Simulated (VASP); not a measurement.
Sb: single point with PBE

Crystal: Sb.

```
Sb
1.0
     0.00000    2.37124    2.37124
     2.37124    0.00000    2.37124
     2.37124    2.37124    0.00000
Sb
1
Direct
  0.00000 0.00000 0.00000
```

| Item | Value |
| --- | --- |
| Program | VASP 6.6.1 |
| Task | single point |
| Functional | PBE |
| Potentials or basis | VASP PAW PBE potentials, release 64 (Sb) |
| Cutoff | 520 eV |
| k mesh | 10 × 10 × 10 |
| Occupations | gaussian, width 0.018 eV |
| Spin | no spin polarisation |
| Dipole correction | no |
| Further INCAR settings | ALGO = Normal; EDIFF = 1e-06; NBANDS = 8 |

```json
{
 "Pressure": "1.8 GPa"
}
```

Levels at points of the mesh, in eV from the Fermi level:
| k point | band 1 | band 2 | band 3 | band 4 | band 5 | band 6 |
| --- | --- | --- | --- | --- | --- | --- |
| (0.00, 0.00, 0.00) | -12.94 | 5.46 | 5.46 | 5.46 | 10.05 | 10.05 |
| (0.50, 0.00, 0.00) | -9.13 | -5.81 | 3.74 | 3.74 | 8.30 | 9.19 |
| (0.50, 0.50, 0.00) | -7.48 | -4.91 | 0.44 | 0.44 | 4.22 | 4.67 |

It took 4.7 s on 1 thread of AMD EPYC 9R45 96-Core Processor (Zen 5), with other jobs on the host, peak memory 0.13 GiB.

Caveat: spin-orbit coupling is left out, which moves the levels of the heavy elements.
